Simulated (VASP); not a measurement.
# Si4Ru: single point with PBE

Si4Ru:

```
CELL_PARAMETERS angstrom
3.90831 0.00000 0.00000
0.00000 3.90831 0.00000
0.00000 0.00000 5.21733
ATOMIC_POSITIONS crystal
Si 0.50000 0.00000 0.72340
Si 0.00000 0.50000 0.27660
Si 0.50000 0.00000 0.27660
Si 0.00000 0.50000 0.72340
Ru 0.00000 0.00000 0.00000
```

| Item | Value |
| --- | --- |
| Program | VASP 6.6.1 |
| Task | single point |
| Functional | PBE |
| Potentials or basis | VASP PAW PBE potentials, release 64 (Si, Ru_pv) |
| Cutoff | 500 eV |
| k mesh | 4 × 4 × 4 |
| Occupations | gaussian, width 0.1 eV |
| Spin | no spin polarisation |

| Quantity | Value |
| --- | --- |
| Pressure | 0.2 GPa |
| Largest force | 0.051 eV/Å |
| Band gap on the k mesh | zero (bands 15 and 16 overlap by 2.91 eV) |

Forces in eV/Å, atoms in the order of the input:
```
Si   0.000  0.000  0.051
Si   0.000  0.000 -0.051
Si   0.000  0.000 -0.051
Si   0.000  0.000  0.051
Ru   0.000  0.000  0.000
```

Stress tensor (GPa, compression positive):
```
0.23 0.00 0.00
0.00 0.23 0.00
0.00 0.00 0.14
```

Levels at points of the mesh, in eV from the Fermi level:
| k point | band 13 | band 14 | band 15 | band 16 | band 17 | band 18 |
| --- | --- | --- | --- | --- | --- | --- |
| (0.00, 0.00, 0.00) | -2.23 | -2.13 | 0.07 | 2.66 | 3.16 | 3.16 |
| (0.50, 0.00, 0.00) | -1.96 | -1.27 | -0.13 | -0.12 | 0.90 | 2.18 |
| (0.50, 0.50, 0.00) | -2.61 | -2.35 | -1.85 | -1.60 | 1.31 | 1.31 |
| (0.00, 0.00, 0.50) | -1.70 | -1.39 | 0.13 | 0.13 | 1.98 | 2.25 |
| (0.50, 0.00, 0.50) | -0.44 | -0.35 | 0.29 | 0.34 | 0.92 | 1.60 |
| (0.50, 0.50, 0.50) | -3.05 | -2.59 | -1.57 | 0.35 | 3.08 | 3.08 |

Wall time 15 s on 1 thread of AMD EPYC 9R45 96-Core Processor (Zen 5), on a shared host, peak memory 0.15 GiB.

Caveat: the k points lie up to 0.40 Å⁻¹ apart, too coarse for converged energies and pressures of a metal.
